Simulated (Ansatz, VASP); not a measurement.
# One calculation of Ti2Al6H, two programs

INCAR

```
SYSTEM = Ti2Al6H
  PREC = Accurate
  ENCUT = 520
  EDIFF = 1E-7
  ISMEAR = 0
  SIGMA = 0.1
  LREAL = .FALSE.
  LASPH = .TRUE.
  NELM = 80
  ALGO = Normal
  ISIF = 2
  LWAVE = .FALSE.
  LCHARG = .TRUE.
  LDIPOL = .TRUE.
  IDIPOL = 3
  DIPOL = 0.5 0.5 0.313
  GGA = PE
  IVDW = 12
  LELF = .TRUE.
  LVHAR = .TRUE.
  LVACPOTAV = .TRUE.
  NBANDS = 32
```

The input KPOINTS:

```
Automatic mesh
0
G
  6 6 1
  0 0 0
```

File POSCAR:

```
Ti2Al6H
1.0
    5.0241861184      0.0000000000      0.0000000000
    2.1588814492      4.5367033229      0.0000000000
    0.0000000000      0.0000000000     21.1187114590
Al Ti H
6 2 1
Direct
    0.5000000000      0.0000000000      0.1894054951
    0.0000000000      0.5000000000      0.1894054951
    0.0000000000      0.0000000000      0.2529248171
    0.0000000000      0.5000000000      0.3208670637
    0.5000000000      0.0000000000      0.3208670637
    0.5000000000      0.5000000000      0.3844321409
    0.5000000000      0.5000000000      0.2529248171
    0.0000000000      0.0000000000      0.3814982025
    0.6666666667      0.6666666667      0.5264862622
```

Input for Ansatz:

```yaml
crystal:
  lattice:
    - [5.0241861184, 0.0, 0.0]
    - [2.1588814492, 4.5367033229, 0.0]
    - [0.0, 0.0, 21.118711459]
  atoms:
    - { symbol: Al, position: [0.5, 0.0, 0.1894054951] }
    - { symbol: Al, position: [0.0, 0.5, 0.1894054951] }
    - { symbol: Ti, position: [0.5, 0.5, 0.2529248171] }
    - { symbol: Al, position: [0.0, 0.0, 0.2529248171] }
    - { symbol: Al, position: [0.0, 0.5, 0.3208670637] }
    - { symbol: Al, position: [0.5, 0.0, 0.3208670637] }
    - { symbol: Ti, position: [0.0, 0.0, 0.3814982025] }
    - { symbol: Al, position: [0.5, 0.5, 0.3844321409] }
    - { symbol: H, position: [0.6666666667, 0.6666666667, 0.5264862622] }
basis:
  ecutwfc: 420
kpoints:
  mp_grid: { grid: [6, 6, 1] }
hamiltonian:
  xc: pbe
  pseudopotentials: { kind: paw, azcp: { folder: soft_1 } }
  dispersion: d3bj
scf:
  occupations: { method: gaussian, width: 0.1 }
output:
  forces: true
  eigenvalues: true
efield:
  axis: 3
  dipole_correction: true
  ramp_width: 0.04
```

Alike in both runs: task single point; functional PBE; dispersion D3(BJ); k mesh 6 × 6 × 1; occupations gaussian, width 0.1 eV; no spin polarisation.

```csv
,VASP,Ansatz
version,VASP 6.6.1,Ansatz 0.2.0
potentials or method,"VASP PAW PBE potentials, release 64 (Al, Ti_sv, H), cutoff 520 eV","scalar-relativistic, plane waves, PAW"
valence electrons in the cell,43,43
```

|  | VASP | Ansatz | Ansatz less VASP |
| --- | --- | --- | --- |
| gap on the k mesh at the Fermi level (eV) | none | none | - |
| rms of the force components (eV/Å) | 0.288 | 0.288 | 0.0000 |
| work function, face that differs most (eV) | 4.18 | 4.18 | -0.003 |

A gap of «none» marks a metal or a gap that the smearing closes.
